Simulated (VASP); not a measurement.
Here is a VASP 6.6.1 calculation.

Contents of INCAR:

```
SYSTEM = MnS
PREC = Accurate
ENCUT = 600
EDIFF = 1E-6
ISMEAR = -1
SIGMA = 0.05
LREAL = .False.
LASPH = .True.
NELM = 150
ALGO = Normal
ISIF = 3
LWAVE = .False.
LCHARG = .False.
ISPIN = 2
MAGMOM = 4 0
LORBIT = 11
LMAXMIX = 4
GGA = RP
IBRION = 2
NSW = 60
EDIFFG = -0.01
```

KPOINTS

```
regular mesh
0
Gamma
  9 9 9
  0 0 0
```

File POSCAR:

```
MnS
1.0
    0.0000000000      2.6045000000      2.6045000000
    2.6045000000      0.0000000000      2.6045000000
    2.6045000000      2.6045000000      0.0000000000
Mn S
1 1
Direct
    0.0000000000      0.0000000000      0.0000000000
    0.5000000000      0.5000000000      0.5000000000
```

Potentials or basis: VASP PAW PBE potentials, release 64 (Mn_pv, S).

Launch:

```console
$ cat potpaw_PBE.64/Mn_pv/POTCAR potpaw_PBE.64/S/POTCAR > POTCAR
$ mpirun -np 1 vasp_std > vasp.out
```

Task: Predict the space group after relaxing (to 0.1 Å).

Result: Fm-3m (No. 225).

Task: What does it give for the relaxed cell?

Result: a = 3.698 Å, b = 3.698 Å, c = 3.698 Å, α = 60.00°, β = 60.00°, γ = 60.00°.

Task: Estimate the site moments.

Result: Mn +4.32; S +0.11 μB.

Task: Predict the net moment.

Result: 4.79 μB per cell.

The path:
```
step  energy change (eV)  largest force (eV/Å)  pressure (GPa)  volume (Å³)
   1              0.0000                0.0000            0.56        35.33
   2             -0.0006                0.0000            0.10        35.65
   3             -0.0006                0.0000           -0.08        35.76
```

Caveat: the PAW data sets were made with another functional, which shifts forces and pressure a little; a cell with one magnetic atom can't hold antiferromagnetic order, which such compounds often take. Zero-point motion and thermal expansion aren't in these numbers.
